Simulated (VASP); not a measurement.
A run of VASP 6.6.1 is set up as follows.

The input POSCAR:

```
GaAs
1.0
    3.2565455463      0.0000000000      0.0000000000
    0.0000000000      3.2565455463      0.0000000000
    0.0000000000      0.0000000000      3.5128145521
Ga As
1 1
Direct
    0.5000000000      0.5000000000      0.5000000000
    0.0000000000      0.0000000000      0.0000000000
```

File INCAR.step1:

```
  ALGO = Normal
  EDIFF = 1E-4
  ENCUT = 520
  GGA = PE
  ISMEAR = 0
  LASPH = T
  LCHARG = F
  LREAL = F
  LWAVE = T
  NBANDS = 16
  NELM = 80
  PREC = Accurate
  SIGMA = 0.1
```

Contents of INCAR.step2:

```
  ALGO = Normal
  EDIFF = 1E-7
  ENCUT = 520
  ISIF = 2
  ISMEAR = 0
  ISTART = 1
  LASPH = T
  LCHARG = F
  LMIXTAU = T
  LREAL = F
  LWAVE = F
  METAGGA = R2SCAN
  NBANDS = 16
  NELM = 80
  PREC = Accurate
  SIGMA = 0.1
```

Contents of KPOINTS:

```
k-points
0
Gamma
  18 18 14
```

Potentials or basis: VASP PAW PBE potentials, release 64 (Ga_d, As).

Command:

```console
$ cat potpaw_PBE.64/Ga_d/POTCAR potpaw_PBE.64/As/POTCAR > POTCAR
$ cp INCAR.step1 INCAR
$ mpirun -np 1 vasp_std > vasp.out
$ cp INCAR.step2 INCAR
$ mpirun -np 1 vasp_std > vasp.out
```

Q: Predict the pressure.

A: 0.0 GPa.

Q: Estimate the band gap on the k mesh.

A: Zero (bands 9 and 10 overlap by 4.53 eV).

Caveat: the PAW data sets were made with another functional, which shifts forces and pressure a little.
